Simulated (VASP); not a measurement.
Crystal: Pt.

```xyz
1
Lattice="0.0000 1.9609 1.9609 1.9609 0.0000 1.9609 1.9609 1.9609 0.0000" Properties=species:S:1:pos:R:3 pbc="T T T"
Pt    0.0000    0.0000    0.0000
```

Base run:

```yaml
Program: VASP 6.6.1
Functional: PBE
Potentials_or_basis: VASP PAW PBE potentials, release 64 (Pt)
Cutoff: 500 eV
k_mesh: 8 × 8 × 8
Occupations: methfessel-paxton, width 0.1 eV
Spin: no spin polarisation
```

Its results: band gap on the k mesh zero (band 5 reaches 11.72 eV, above the bottom of band 6 at 9.50 eV); pressure 8.8 GPa.

Question: The run is repeated on the same cell with these changes: k mesh from 8 × 8 × 8 to 4 × 4 × 4. What comes out?

Answer: Band gap on the k mesh zero (band 5 reaches 11.76 eV, above the bottom of band 6 at 9.64 eV); pressure 7.7 GPa.

Caveats: some runs use coarse meshes; spin-orbit coupling is left out, which moves the levels of the heavy elements.
